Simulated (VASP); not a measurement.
A run of VASP 6.6.1 is set up as follows.

The input INCAR:

```
SYSTEM = Cr
PREC = Accurate
ENCUT = 600
EDIFF = 1E-6
ISMEAR = 0
SIGMA = 0.1
LREAL = .False.
LASPH = .True.
NELM = 80
ALGO = Normal
ISIF = 3
LWAVE = .False.
LCHARG = .False.
GGA = PE
IBRION = 2
NSW = 100
EDIFFG = -0.005
```

KPOINTS

```
Automatic mesh
0
Gamma
  20 20 20
  0 0 0
```

POSCAR

```
Cr
1.0
   -1.4248462202      1.4248462202      1.4248462202
    1.4248462202     -1.4248462202      1.4248462202
    1.4248462202      1.4248462202     -1.4248462202
Cr
1
Direct
    0.0000000000      0.0000000000      0.0000000000
```

Potentials or basis: VASP PAW PBE potentials, release 64 (Cr_pv).

Launch:

```sh
$ cat potpaw_PBE.64/Cr_pv/POTCAR > POTCAR
$ mpirun -np 1 vasp_std > vasp.out
```

Q: What does it give for the relaxed cell?

A: a = 2.465 Å, b = 2.465 Å, c = 2.465 Å, α = 109.47°, β = 109.47°, γ = 109.47°.

Q: Estimate the relaxed volume.

A: 11.52 Å³/atom.

Final structure:
```
CELL_PARAMETERS angstrom
-1.42290 1.42290 1.42290
1.42290 -1.42290 1.42290
1.42290 1.42290 -1.42290
ATOMIC_POSITIONS crystal
Cr 0.00000 0.00000 0.00000
```

Caveat: the run has no spin polarisation, though such a crystal can be magnetic. Spin polarisation is off, so any magnetic state and its effect on volume and gap are missing.
